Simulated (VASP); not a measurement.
The system is Mo.

```xyz
1
Lattice="-1.5734 1.5734 1.5734 1.5734 -1.5734 1.5734 1.5734 1.5734 -1.5734" Properties=species:S:1:pos:R:3 pbc="T T T"
Mo    0.0000    0.0000    0.0000
```

```yaml
Program: VASP 6.6.1
Task: relaxation of cell and atoms
Functional: LDA
Potentials_or_basis: VASP PAW LDA potentials, release 64 (Mo_sv)
Cutoff: 600 eV
k_mesh: 20 × 20 × 20
Occupations: fermi-dirac, width 0.08 eV
Spin: no spin polarisation
```

At the start: pressure -8.1 GPa; volume 15.58 Å³/atom.

Task: How do energy, volume and symmetry change on relaxing?

Result: Over 7 steps the energy falls by 11.8 meV/atom and the volume is 15.13 Å³/atom (-2.9 %); space group Im-3m (No. 229, to 0.05 Å).

Step by step:
```
step  energy change (eV)  largest force (eV/Å)  pressure (GPa)  volume (Å³)
   1              0.0000                0.0000           -8.12        15.58
   2              0.0985                0.0000           30.21        13.87
   3             -0.0118                0.0000           -0.31        15.14
   4             -0.0118                0.0000           -0.04        15.13
   5             -0.0118                0.0000            0.14        15.12
   6             -0.0118                0.0000           -0.32        15.14
   7             -0.0118                0.0000            0.00        15.13
```

Final structure:
```yaml
crystal:
  lattice:
    - [-1.55797, 1.55797, 1.55797]
    - [1.55797, -1.55797, 1.55797]
    - [1.55797, 1.55797, -1.55797]
  atoms:
    - { symbol: Mo, position: [0.00000, 0.00000, 0.00000] }
```
